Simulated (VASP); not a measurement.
Input of a VASP 6.6.1 run:

INCAR

```
PREC = Accurate
ENCUT = 520
EDIFF = 1E-6
ISMEAR = 0
SIGMA = 0.02
LREAL = False
LASPH = True
NELM = 60
ALGO = Normal
ISIF = 2
LWAVE = False
LCHARG = True
GGA = PE
LELF = True
LVHAR = True
NBANDS = 10
```

Contents of KPOINTS:

```
regular mesh
0
Gamma
  6 6 6
```

The input POSCAR:

```
H
1.0
    2.7214778465     -2.5578513400      0.0000000000
    2.7214778465      2.5578513400      0.0000000000
    0.0000000000      0.0000000000      4.4228899490
H
4
Direct
    0.9520684212      0.0479315788      0.0642907473
    0.4520684212      0.5479315788      0.4357092527
    0.5479315788      0.4520684212      0.5642907473
    0.0479315788      0.9520684212      0.9357092527
```

Potentials or basis: VASP PAW PBE potentials, release 64 (H).

Command:

```bash
$ cat potpaw_PBE.64/H/POTCAR > POTCAR
$ mpirun -np 1 vasp_std > vasp.out
```

(1) Predict the pressure.

(2) What does it give for the largest force?

(3) What does it give for the band gap on the k mesh?

Answers

(1) -0.2 GPa.

(2) 0.014 eV/Å.

(3) 9.32 eV, indirect (least direct gap 9.82 eV).
